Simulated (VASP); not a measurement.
Wanted: the native input for a VASP 6.6.1 run.

- Task: single point
- Functional: PBE
- Potentials or basis: VASP PAW PBE potentials, release 64 (Mg)
- Cutoff: 520 eV
- k mesh: 12 × 12 × 12
- Occupations: fermi-dirac, width 0.1 eV
- Spin: no spin polarisation
- Dipole correction: no
- Further INCAR settings: ALGO = Normal; EDIFF = 1e-06; NBANDS = 7

The structure of Mg lies in POSCAR:

```
Mg
1.0
    0.0000000000      2.2623124468      2.2623124468
    2.2623124468      0.0000000000      2.2623124468
    2.2623124468      2.2623124468      0.0000000000
Mg
1
Direct
    0.0000000000      0.0000000000      0.0000000000
```

One way to write it, as run:

INCAR

```
PREC     = Accurate       # precision mode
ENCUT    = 520            # plane-wave cutoff, eV
EDIFF    = 1E-6           # SCF threshold, eV
ISMEAR   = -1             # smearing method
SIGMA    = 0.1            # smearing width, eV
LREAL    = False          # projectors in reciprocal space
LASPH    = True           # aspherical terms in the spheres
NELM     = 60             # most SCF steps
ALGO     = Normal         # electronic algorithm
ISIF     = 2              # what is computed and relaxed
LWAVE    = False          # write WAVECAR
LCHARG   = False          # write CHGCAR
GGA      = PE             # functional
NBANDS   = 7              # bands
```

KPOINTS

```
regular mesh
0
Gamma
  12 12 12
```

Potentials or basis: VASP PAW PBE potentials, release 64 (Mg).

The run is started by

```bash
$ cat potpaw_PBE.64/Mg/POTCAR > POTCAR
$ mpirun -np 1 vasp_std > vasp.out
```

Results of the run:

* Pressure: -0.2 GPa
* Band gap on the k mesh: zero (band 1 reaches 4.02 eV, above the bottom of band 2 at 1.29 eV)

Wall time 7 s on 1 thread of Intel(R) Xeon(R) Platinum 8488C (Sapphire Rapids), with other jobs on the host, peak memory 0.14 GiB.
